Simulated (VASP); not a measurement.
# Cr in VASP: further runs, part 2 of 2

VASP 6.6.1.

## Step 4: Single point, PBEsol, collinear spin, ferromagnetic start

This run uses another cell than the first one: it holds 4 atoms, not 2.

INCAR reads:

```
ALGO = Normal ; EDIFF = 1E-6
ENCUT = 520 ; GGA = PS
GGA_COMPAT = False ; ISIF = 2
ISMEAR = 0 ; ISPIN = 2
LASPH = True ; LCHARG = True
LELF = True ; LMAXMIX = 4
LORBIT = 11 ; LREAL = False
LVHAR = True ; LWAVE = False
MAGMOM = 1.5 1.5 1.5 1.5 ; NBANDS = 40
NELM = 200 ; PREC = Accurate
SIGMA = 0.05
```

KPOINTS reads:

```
k-points
0
Gamma
  1 1 15
```

POSCAR reads:

```
Cr
1.0
   11.3000000000      0.0000000000      0.0000000000
    0.0000000000      9.3000000000      0.0000000000
    0.0000000000      0.0000000000      5.3857951137
Cr
4
Direct
    0.4278726255      0.5000000000      0.0000000000
    0.4278726255      0.5000000000      0.5000000000
    0.5721273745      0.5000000000      0.0000000000
    0.5721273745      0.5000000000      0.5000000000
```

Potentials or basis: VASP PAW PBE potentials, release 64 (Cr_sv).

Started as:

```console
> cat potpaw_PBE.64/Cr_sv/POTCAR > POTCAR
> mpirun -np 1 vasp_std > vasp.out
```

OUTCAR:

```text
EDIFF = 1E-6
   ENCUT = 520
   GGA = PS
   ISIF = 2
   ISMEAR = 0
   ISPIN = 2
   LASPH = True
   LORBIT = 11
   LREAL = False
   NELM = 200
   PREC = Accurate

 ion  position               nearest neighbor table
   1  0.428  0.500  0.000-   3 1.63   2 2.69   2 2.69
   2  0.428  0.500  0.500-   4 1.63   1 2.69   1 2.69
   3  0.572  0.500  0.000-   1 1.63   4 2.69   4 2.69
   4  0.572  0.500  0.500-   2 1.63   3 2.69   3 2.69

  LATTYP: Found a simple orthorhombic cell.
 ALAT       =     5.3857951137
 B/A-ratio  =     1.7267645359
 C/A-ratio  =     2.0981117479

  Lattice vectors:

 A1 = (   0.0000000000,   0.0000000000,  -5.3857951137)
 A2 = (   0.0000000000,   9.3000000000,   0.0000000000)
 A3 = (  11.3000000000,   0.0000000000,   0.0000000000)

Analysis of symmetry for initial positions (statically):
=====================================================================
 Subroutine PRICEL returns following result:

  LATTYP: Found a simple orthorhombic cell.
 ALAT       =     2.6928975568
 B/A-ratio  =     3.4535290718
 C/A-ratio  =     4.1962234959
[... 12 lines left out ...]
 Subroutine GETGRP returns: Found  8 space group operations
 (whereof  8 operations were pure point group operations)
 out of a pool of  8 trial point group operations.

The static configuration has the point symmetry D_2h.

Analysis of symmetry for dynamics (positions and initial velocities):
=====================================================================
 Subroutine PRICEL returns following result:

  LATTYP: Found a simple orthorhombic cell.
 ALAT       =     2.6928975568
 B/A-ratio  =     3.4535290718
 C/A-ratio  =     4.1962234959
[... 169 lines left out ...]
  ext. energy  EPLUGINS =         0.00000000
  ---------------------------------------------------
  free energy    TOTEN  =       -28.65591711 eV

  energy without entropy =      -28.64951999  energy(sigma->0) =      -28.65271855

 E-fermi :  -2.5425     XC(G=0):  -2.7028

 val. band max:       -2.6167002424   @ k =   0.0000   0.0000   0.4000
 cond. band min:      -2.5264081467   @ k =   0.0000   0.0000   0.1333
 fundamental gap:      0.0902920957
 Fermi energy:        -2.5425256696

 spin component 1

 k-point     1 :       0.0000    0.0000    0.0000
  band No.  band energies     occupation
      1     -74.8376      1.00000
      2     -74.8026      1.00000
      3     -72.7258      1.00000
      4     -72.6954      1.00000
      5     -48.2462      1.00000
      6     -48.2141      1.00000
[... 333 lines left out ...]
     39       0.7361      0.00000
     40       0.8060      0.00000
 Fermi energy:        -2.5425256696

 spin component 2

 k-point     1 :       0.0000    0.0000    0.0000
  band No.  band energies     occupation
      1     -74.8376      1.00000
      2     -74.8026      1.00000
      3     -72.7258      1.00000
      4     -72.6954      1.00000
      5     -48.2462      1.00000
      6     -48.2141      1.00000
[... 333 lines left out ...]
     39       0.7361      0.00000
     40       0.8060      0.00000

------------------------ aborting loop because EDIFF is reached ----------------------------------------

  FORCE on cell =-STRESS in cart. coord.  units (eV):
  Direction    XX          YY          ZZ          XY          YZ          ZX
  --------------------------------------------------------------------------------------
  -------------------------------------------------------------------------------------
  Total        2.1790252     -0.8304930     -0.8325946      0.0000000      0.0000000      0.0000000
  in kB        6.1682449     -2.3509065     -2.3568554      0.0000000      0.0000000      0.0000000
  external PRESSURE =       0.4868277 kB  Pullay stress =       0.0000000 kB

 VOLUME and BASIS-vectors are now :
 -----------------------------------------------------------------------------
  energy-cutoff  :      520.00
  volume of cell :      565.99
      direct lattice vectors                 reciprocal lattice vectors
    11.300000000  0.000000000  0.000000000     0.088495575  0.000000000  0.000000000
     0.000000000  9.300000000  0.000000000     0.000000000  0.107526882  0.000000000
     0.000000000  0.000000000  5.385795114     0.000000000  0.000000000  0.185673606

 POSITION                                       TOTAL-FORCE (eV/Angst)
 -----------------------------------------------------------------------------------
      4.83496      4.65000      0.00000        -0.919504     -0.000000     -0.000000
      4.83496      4.65000      2.69290        -0.919504     -0.000000     -0.000000
      6.46504      4.65000      0.00000         0.919504      0.000000      0.000000
      6.46504      4.65000      2.69290         0.919504      0.000000      0.000000
 -----------------------------------------------------------------------------------
    total drift:                                0.000000     -0.000000      0.000000

  FREE ENERGIE OF THE ION-ELECTRON SYSTEM (eV)
  ---------------------------------------------------
  free  energy   TOTEN  =       -28.6559171111 eV

  energy  without entropy=      -28.6495199859  energy(sigma->0) =      -28.65271855

 total charge

# of ion       s       p       d       tot
------------------------------------------
    1        2.177   5.943   4.106  12.226
    2        2.177   5.943   4.106  12.226
    3        2.177   5.943   4.106  12.226
    4        2.177   5.943   4.106  12.226
--------------------------------------------------
tot          8.709  23.772  16.425  48.906

 magnetization (x)

# of ion       s       p       d       tot
------------------------------------------
    1        0.000   0.000   0.000   0.000
    2        0.000   0.000   0.000   0.000
    3        0.000   0.000   0.000   0.000
    4        0.000   0.000   0.000   0.000
--------------------------------------------------
tot          0.000   0.000   0.000   0.000
```

Wall time 16 min (1 thread of Intel Xeon Platinum 8259CL at 2.50GHz (Skylake/Cascade Lake), shared host); peak memory 0.82 GiB.

Results:

* Free energy: -28.6559 eV
* Largest force: 0.920 eV/Å
* Band gap on the k mesh: zero (filled and empty bands overlap)
* Net moment: 0.00 μB per cell
* Valence electrons inside the program's atomic spheres: Cr 12.23

Forces on the atoms (eV/Å):
```
Cr  -0.920  0.000  0.000
Cr  -0.920  0.000  0.000
Cr   0.920  0.000  0.000
Cr   0.920  0.000  0.000
```

Caveat: atoms lie so close that the PAW spheres overlap strongly, which falsifies energies and pressures; the PAW data sets were made with another functional, which shifts forces and pressure a little.

## Step 5: Single point, PBEsol, collinear spin, ferromagnetic start

This run uses another cell than the first one: it holds 4 atoms, not 2.

INCAR reads:

```
SYSTEM = Cr
PREC = Accurate
ENCUT = 520
EDIFF = 1E-6
ISMEAR = 0
SIGMA = 0.05
LREAL = .FALSE.
LASPH = .TRUE.
NELM = 200
ALGO = Normal
ISIF = 2
LWAVE = .FALSE.
LCHARG = .TRUE.
ISPIN = 2
MAGMOM = 1.5 1.5 1.5 1.5
LORBIT = 11
LMAXMIX = 4
GGA = PS
LELF = .TRUE.
LVHAR = .TRUE.
NBANDS = 40
GGA_COMPAT = .FALSE.
```

KPOINTS reads:

```
Automatic mesh
0
G
  1 1 15
  0 0 0
```

POSCAR reads:

```
Cr
1.0
   11.3000000000      0.0000000000      0.0000000000
    0.0000000000      9.3000000000      0.0000000000
    0.0000000000      0.0000000000      4.3868569909
Cr
4
Direct
    0.3980929239      0.5000000000      0.0000000000
    0.3980929239      0.5000000000      0.5000000000
    0.6019070761      0.5000000000      0.0000000000
    0.6019070761      0.5000000000      0.5000000000
```

Started as:

```console
> cat potpaw_PBE.64/Cr_sv/POTCAR > POTCAR
> mpirun -np 1 vasp_std > vasp.out
```

It took 4.8 min on 1 thread of Intel Xeon 6975P-C (Granite Rapids), shared host; peak memory 0.73 GiB.

It converged, with:

```
Free energy                                           : -26.4181 eV
Largest force                                         : 1.698 eV/Å
Net moment                                            : 5.20 μB per cell
Site moments                                          : Cr +0.86 μB
Valence electrons inside the program's atomic spheres : Cr 11.87
```

Forces on the atoms (eV/Å):
```
Cr   1.698  0.000  0.000
Cr   1.698  0.000  0.000
Cr  -1.698  0.000  0.000
Cr  -1.698  0.000  0.000
```

Levels at points of the mesh, in eV from the Fermi level:
Spin up:
```tsv
k point	band 27	band 28	band 29	band 30	band 31	band 32
(0.00, 0.00, 0.00)	-0.62	-0.58	-0.39	0.02	0.62	0.80
```
Spin down:
| k point | band 24 | band 25 | band 26 | band 27 | band 28 | band 29 |
| --- | --- | --- | --- | --- | --- | --- |
| (0.00, 0.00, 0.00) | -0.67 | -0.39 | -0.07 | 0.13 | 0.71 | 0.81 |

Caveat: the PAW data sets were made with another functional, which shifts forces and pressure a little.
